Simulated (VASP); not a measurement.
Write the native input for VASP 6.6.1 that does the following.

- Task: single point
- Functional: PBE
- Potentials or basis: VASP PAW PBE potentials, release 64 (Fe, S)
- Cutoff: 600 eV
- k mesh: 6 × 4 × 8
- Occupations: gaussian, width 0.05 eV
- Spin: no spin polarisation
- Dipole correction: no
- Further INCAR settings: ALGO = Normal; EDIFF = 1e-06; NBANDS = 29

The structure of FeS2 lies in POSCAR:

```
FeS2
1.0
    4.3730049643      0.0000000000      0.0000000000
    0.0000000000      5.3413815971      0.0000000000
    0.0000000000      0.0000000000      3.3451163298
Fe S
2 4
Direct
    0.0000000000      0.0000000000      0.0000000000
    0.5000000000      0.5000000000      0.5000000000
    0.2052343256      0.3752451761      0.0000000000
    0.2947656744      0.8752451761      0.5000000000
    0.7947656744      0.6247548239      0.0000000000
    0.7052343256      0.1247548239      0.5000000000
```

One way to write it, as run:

INCAR

```
SYSTEM = FeS2
PREC = Accurate
ENCUT = 600
EDIFF = 1E-6
ISMEAR = 0
SIGMA = 0.05
LREAL = .FALSE.
LASPH = .TRUE.
NELM = 120
ALGO = Normal
ISIF = 2
LWAVE = .FALSE.
LCHARG = .FALSE.
GGA = PE
NBANDS = 29
GGA_COMPAT = .FALSE.
```

KPOINTS

```
regular mesh
0
G
  6 4 8
  0 0 0
```

Potentials or basis: VASP PAW PBE potentials, release 64 (Fe, S).

Run with:

```bash
$ cat potpaw_PBE.64/Fe/POTCAR potpaw_PBE.64/S/POTCAR > POTCAR
$ mpirun -np 1 vasp_std > vasp.out
```

Results of the run:

```json
{
  "Pressure": "6.9 GPa",
  "Largest force": "0.074 eV/Å",
  "Band gap on the k mesh": "0.99 eV (least direct gap 1.32 eV)"
}
```

Caveat: the cell stands under pressure.

Wall time 69 s on 1 thread of Intel(R) Xeon(R) 6975P-C (Granite Rapids) (shared host), peak memory 0.29 GiB.
